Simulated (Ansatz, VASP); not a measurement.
**Two plane-wave programs on Be2SbCl**

```xyz
4
Lattice="2.3316 -2.6030 0.0000 2.3316 2.6030 0.0000 0.0000 0.0000 6.6497" Properties=species:S:1:pos:R:3 pbc="T T T"
Be    2.3316    0.0000    4.3382
Be    2.3316    0.0000    2.3115
Sb    2.3316    0.0000    0.0000
Cl    0.0000    0.0000    3.3248
```

Alike in both runs: task relaxation of cell and atoms; functional PBE; k mesh 6 × 6 × 4; occupations gaussian, width 0.1 eV; no spin polarisation.

|  | VASP | Ansatz |
| --- | --- | --- |
| version | VASP 6.6.1 | Ansatz 0.2.0 |
| potentials or method | VASP PAW PBE potentials, release 64 (Be, Sb, Cl), cutoff 600 eV | scalar-relativistic, plane waves, PAW |
| valence electrons in the cell | 16 | 26 |

VASP gave:

| Quantity | Value |
| --- | --- |
| gap on the k mesh at the Fermi level, each at its own relaxed structure (eV) | none |
| relaxed volume (Å³/atom) | 20.41 |
| relaxed cell length with the largest relative difference (Å) | 6.677 |

**Question.** Which values does Ansatz return?

**Answer.** gap on the k mesh at the Fermi level, each at its own relaxed structure (eV): none; relaxed volume (Å³/atom): 20.41; relaxed cell length with the largest relative difference (Å): 6.668.

A gap of «none» marks a metal or a gap that the smearing closes. VASP's potentials hold 16 valence electrons a cell and Ansatz's 26, so a difference there can come from the potentials and not from the codes.

Spin-orbit coupling is off throughout.
